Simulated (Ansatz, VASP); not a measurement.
## Two plane-wave programs on MoS2

```xyz
3
Lattice="1.5966 0.9218 6.7574 -1.5966 0.9218 6.7574 0.0000 -1.8436 6.7574" Properties=species:S:1:pos:R:3 pbc="T T T"
Mo    0.0000    0.0000    0.0000
S     0.0000    0.0000   15.0984
S     0.0000    0.0000    5.1739
```

Alike in both runs: functional PBE; k mesh 18 × 18 × 18; occupations gaussian, width 0.1 eV; no spin polarisation.

Ansatz relaxed the structure, and its values are those at the end. VASP's run is a single point on that final structure, the one shown.

```csv
,VASP,Ansatz
version,VASP 6.6.1,Ansatz 0.2.0
potentials or method,"VASP PAW PBE potentials, release 64 (Mo_sv, S), cutoff 520 eV","scalar-relativistic, plane waves, PAW"
valence electrons in the cell,26,26
```

Ansatz gave:

| Quantity | Value |
| --- | --- |
| gap on the k mesh at the Fermi level (eV) | none |
| pressure (GPa) | 0.0 |
| rms of the force components (eV/Å) | 0.000 |

Estimate VASP's values.

gap on the k mesh at the Fermi level (eV): none; pressure (GPa): -0.1; rms of the force components (eV/Å): 0.004.

A gap of «none» marks a metal or a gap that the smearing closes.
